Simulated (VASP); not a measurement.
# YAl3: single point with LDA

Crystal: YAl3.

```
Y Al
1.0
     4.24003    0.00000    0.00000
     0.00000    4.24003    0.00000
     0.00000    0.00000    4.24003
Y Al
1 3
Direct
  0.00000 0.00000 0.00000
  0.00000 0.50000 0.50000
  0.50000 0.50000 0.00000
  0.50000 0.00000 0.50000
```

```json
{
  "Program": "VASP 6.6.1",
  "Task": "single point",
  "Functional": "LDA",
  "Potentials or basis": "VASP PAW LDA potentials, release 64 (Y_sv, Al)",
  "Cutoff": "520 eV",
  "k mesh": "6 × 6 × 6, shifted",
  "Occupations": "gaussian, width 0.1 eV",
  "Spin": "no spin polarisation"
}
```

```yaml
Pressure: -3.2 GPa
Band_gap_on_the_k_mesh: zero (band 10 reaches 6.64 eV, above the bottom of band 11 at 4.21 eV)
```

Levels at points of the mesh, in eV from the Fermi level:
| k point | band 7 | band 8 | band 9 | band 10 | band 11 | band 12 | band 13 | band 14 |
| --- | --- | --- | --- | --- | --- | --- | --- | --- |
| (0.08, 0.08, 0.08) | -3.35 | -2.13 | -1.02 | -1.02 | 1.19 | 1.19 | 1.75 | 2.56 |

Wall time 5.1 s on 1 thread of Intel(R) Xeon(R) 6975P-C (Granite Rapids), with other jobs on the host, peak memory 0.16 GiB.
